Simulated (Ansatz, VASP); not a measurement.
# One calculation of TiCo, two programs

INCAR

```
SYSTEM = TiCo
PREC = Accurate ; ENCUT = 600
EDIFF = 1E-7 ; ISMEAR = 0
SIGMA = 0.1 ; LREAL = .False.
LASPH = .True. ; NELM = 60
ALGO = Fast ; ISIF = 3
LWAVE = .False. ; LCHARG = .False.
GGA = PE ; IBRION = 2
NSW = 100 ; EDIFFG = -0.01
```

The input KPOINTS:

```
Automatic mesh
0
Gamma
  14 14 14
  0 0 0
```

Contents of POSCAR:

```
TiCo
1.0
    2.9537554416      0.0000000000      0.0000000000
    0.0000000000      2.9537554416      0.0000000000
    0.0000000000      0.0000000000      3.0049571672
Co Ti
1 1
Direct
    0.0000000000      0.0000000000      0.0000000000
    0.5000000000      0.5000000000      0.5000000000
```

Input for Ansatz:

```yaml
crystal:
  lattice:
    - [2.9537554416, 0.0, 0.0]
    - [0.0, 2.9537554416, 0.0]
    - [0.0, 0.0, 3.0049571672]
  atoms:
    - { symbol: Co, position: [0.0, 0.0, 0.0] }
    - { symbol: Ti, position: [0.5, 0.5, 0.5] }
basis:
  ecutwfc: 420
kpoints:
  mp_grid: { grid: [14, 14, 14] }
hamiltonian:
  xc: pbe
scf:
  occupations: { method: gaussian, width: 0.1 }
output:
  forces: true
  stress: true
  eigenvalues: true
relax:
  adjacent_minimum: "off"
  f_tol: 0.01
  max_steps: 80
  cell: { stress_tol: 0.05 }
```

Alike in both runs: task relaxation of cell and atoms; functional PBE; k mesh 14 × 14 × 14; occupations gaussian, width 0.1 eV; no spin polarisation.

|  | VASP | Ansatz |
| --- | --- | --- |
| version | VASP 6.6.1 | Ansatz 0.2.0 |
| potentials or method | VASP PAW PBE potentials, release 64 (Co, Ti_sv), cutoff 600 eV | scalar-relativistic, plane waves, PAW |
| valence electrons in the cell | 21 | 29 |

```csv
,VASP,Ansatz,Ansatz less VASP
"gap on the k mesh at the Fermi level, each at its own relaxed structure (eV)",none,none,-
relaxed volume (Å³/atom),13.08,13.12,+0.037
relaxed cell length with the largest relative difference (Å),3.002,2.989,-0.0133
```

A gap of «none» marks a metal or a gap that the smearing closes. VASP's potentials hold 21 valence electrons a cell and Ansatz's 29, so a difference there can come from the potentials and not from the codes.
